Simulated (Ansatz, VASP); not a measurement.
One calculation of HgTe, two programs

The input INCAR:

```
SYSTEM = HgTe
ALGO     = Normal         ! electronic algorithm
EDIFF    = 1E-6           ! SCF threshold, eV
ENCUT    = 520            ! plane-wave cutoff, eV
GGA      = CA             ! functional
ISIF     = 2              ! what is computed and relaxed
ISMEAR   = -1             ! smearing method
LASPH    = .TRUE.         ! aspherical terms in the spheres
LCHARG   = .FALSE.        ! write CHGCAR
LREAL    = .FALSE.        ! projectors in reciprocal space
LWAVE    = .FALSE.        ! write WAVECAR
NBANDS   = 26             ! bands
NELM     = 60             ! most SCF steps
PREC     = Accurate       ! precision mode
SIGMA    = 0.1            ! smearing width, eV
```

File KPOINTS:

```
k-points
0
G
  4 4 4
  0 0 0
```

File POSCAR:

```
HgTe
1.0
    2.9925180000     -3.4669290000      0.0000000000
    2.9925180000      3.4669290000      0.0000000000
    0.0000000000      0.0000000000      5.7981570000
Hg Te
2 2
Direct
    0.3430500000      0.6569500000      0.7500000000
    0.6569500000      0.3430500000      0.2500000000
    0.7848090000      0.2151910000      0.7500000000
    0.2151910000      0.7848090000      0.2500000000
```

Input for Ansatz:

```yaml
crystal:
  lattice:
    - [2.992518, -3.466929, 0.0]
    - [2.992518, 3.466929, 0.0]
    - [0.0, 0.0, 5.798157]
  atoms:
    - { symbol: Hg, position: [0.34305, 0.65695, 0.75] }
    - { symbol: Hg, position: [0.65695, 0.34305, 0.25] }
    - { symbol: Te, position: [0.784809, 0.215191, 0.75] }
    - { symbol: Te, position: [0.215191, 0.784809, 0.25] }
kpoints:
  mp_grid:
    grid: [4, 4, 4]
hamiltonian:
  xc: lda
scf:
  occupations:
    method: fermi_dirac
output:
  forces: true
```

Alike in both runs: task single point; functional LDA; k mesh 4 × 4 × 4; no spin polarisation.

|  | VASP | Ansatz |
| --- | --- | --- |
| version | VASP 6.6.1 | Ansatz 0.2.0 |
| potentials or method | VASP PAW LDA potentials, release 64 (Hg, Te) | plane waves, PAW |
| plane-wave cutoff (eV) | 520 | 420 |
| occupations | fermi-dirac, width 0.1 eV | fermi-dirac |
| valence electrons in the cell | 36 | 72 |

Ansatz gave:

* rms of the force components (eV/Å): 0.094

Task: Estimate VASP's values.

Result: rms of the force components (eV/Å): 0.086.

LDA's correlation is that of Perdew and Zunger in VASP and of Perdew and Wang (1992) in Ansatz. Atom by atom the forces differ by 0.008 eV/Å (rms over components). VASP's potentials hold 36 valence electrons a cell and Ansatz's 72, so a difference there can come from the potentials and not from the codes.

Spin-orbit coupling is off throughout.
